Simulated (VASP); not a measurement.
# MgO: single point with PBE

MgO:

```
CELL_PARAMETERS angstrom
2.55619 0.00000 0.00000
0.00000 2.62335 0.00000
0.00000 0.00000 2.62335
ATOMIC_POSITIONS crystal
Mg 0.00000 0.00000 0.00000
O 0.50000 0.50000 0.50000
```

This cell differs from its parent crystal: uniaxial x strain -2.6%.

- Program: VASP 6.6.1
- Task: single point
- Functional: PBE
- Potentials or basis: VASP PAW PBE potentials, release 64 (Mg, O)
- Cutoff: 520 eV
- k mesh: 10 × 10 × 10
- Occupations: fermi-dirac, width 0.02 eV
- Spin: no spin polarisation

```json
{
 "Pressure": "10.1 GPa",
 "Band gap on the k mesh": "2.66 eV, indirect (least direct gap 3.61 eV)"
}
```

Stress tensor (GPa, compression positive):
```
22.23  0.00  0.00
 0.00  3.97  0.00
 0.00  0.00  3.97
```

Levels at points of the mesh, in eV from the valence-band top:
```
           k point  band 1  band 2  band 3  band 4  band 5  band 6  band 7  band 8  band 9
(0.00, 0.00, 0.00)  -18.96   -1.37   -1.37   -0.95    2.66   10.08   10.61   20.46   20.46
(0.50, 0.00, 0.00)  -17.55   -6.82   -0.85   -0.85    6.96    9.82   14.59   17.27   18.15
(0.00, 0.50, 0.00)  -17.69   -6.96   -0.92   -0.54    7.23    9.54   14.57   17.58   17.79
(0.50, 0.50, 0.00)  -16.68   -5.06   -5.01   -0.27    5.03   12.14   12.58   13.22   19.02
(0.00, 0.50, 0.50)  -16.81   -5.15   -5.15    0.00    4.65   12.46   12.46   13.96   19.99
(0.50, 0.50, 0.50)  -15.81   -4.02   -3.96   -3.96    7.33    7.53    7.53   16.80   18.85
```

Run time: 14 s on 1 thread of AMD EPYC 7R43 64-Core Processor (Zen 3), on a shared host, peak memory 0.11 GiB.

Caveat: the cell differs from its parent crystal (uniaxial x strain -2.6%). A k mesh can miss the band edges.
